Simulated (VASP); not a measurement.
# BeS (rocksalt type): electric field gradients with r2SCAN

The system is BeS (rocksalt type).

```
Be S
1.0
     0.00000    2.31446    2.31446
     2.31446    0.00000    2.31446
     2.31446    2.31446    0.00000
Be S
1 1
Direct
  0.00000 0.00000 0.00000
  0.50000 0.50000 0.50000
```

* Program: VASP 6.6.1
* Task: electric field gradients
* Functional: r2SCAN
* Potentials or basis: VASP PAW PBE potentials, release 64 (Be, S)
* Cutoff: 520 eV
* k mesh: 13 × 13 × 13
* Occupations: fermi-dirac, width 0.08 eV
* Spin: no spin polarisation
* Dipole correction: no
* Further INCAR settings: ALGO = Normal; EDIFF = 1e-08; NBANDS = 11

```yaml
Pressure: 0.3 GPa
Band_gap_on_the_k_mesh: 1.38 eV, indirect (least direct gap 4.63 eV)
```

Levels at points of the mesh, in eV from the valence-band top:
```
           k point  band 2  band 3  band 4  band 5  band 6  band 7
(0.00, 0.00, 0.00)   -0.28   -0.28   -0.28    6.23    9.37    9.37
```

Wall time 68 s on 1 thread of Intel(R) Xeon(R) Platinum 8259CL CPU @ 2.50GHz (Skylake/Cascade Lake), with other jobs on the host, peak memory 0.15 GiB.

Caveat: without QUAD_EFG the Cq values of the log hold for a quadrupole moment of 1 mb, not for the nuclei; the PAW data sets were made with another functional, which shifts forces and pressure a little. r2SCAN opens gaps a little over a GGA but as a rule still falls short of measured ones.
